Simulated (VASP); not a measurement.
Here is a VASP 6.6.1 calculation.

Contents of INCAR:

```
PREC     = Accurate       # precision mode
ENCUT    = 520            # plane-wave cutoff, eV
EDIFF    = 1E-6           # SCF threshold, eV
ISMEAR   = 0              # smearing method
SIGMA    = 0.15           # smearing width, eV
LREAL    = False          # projectors in reciprocal space
LASPH    = True           # aspherical terms in the spheres
NELM     = 80             # most SCF steps
ALGO     = Normal         # electronic algorithm
ISIF     = 2              # what is computed and relaxed
LWAVE    = False          # write WAVECAR
LCHARG   = False          # write CHGCAR
GGA      = PE             # functional
NBANDS   = 16             # bands
```

KPOINTS

```
regular mesh
0
Gamma
  14 14 14
```

POSCAR

```
InP
1.0
    0.0000000000      2.7701982124      2.7701982124
    2.9641120873      0.0000000000      2.7701982124
    2.9641120873      2.7701982124      0.0000000000
In P
1 1
Direct
   -0.0068507361      0.0068507361      0.0068507361
    0.5253952947      0.4746047053      0.4746047053
```

Potentials or basis: VASP PAW PBE potentials, release 64 (In_d, P).

Launch:

```bash
$ cat potpaw_PBE.64/In_d/POTCAR potpaw_PBE.64/P/POTCAR > POTCAR
$ mpirun -np 1 vasp_std > vasp.out
```

Q: Estimate the band gap on the k mesh.

A: Zero (bands 9 and 10 overlap by 2.29 eV).

Q: Predict the largest force.

A: 0.110 eV/Å.

Q: What does it give for the pressure?

A: -3.3 GPa.

Forces on the atoms (eV/Å):
```
In   0.110  0.000  0.000
P   -0.110  0.000  0.000
```

Caveat: the cell differs from its parent crystal (atoms displaced along a vibrational mode, the cell strained); the cell stands under tension; spin-orbit coupling is left out, which moves the levels of the heavy elements.
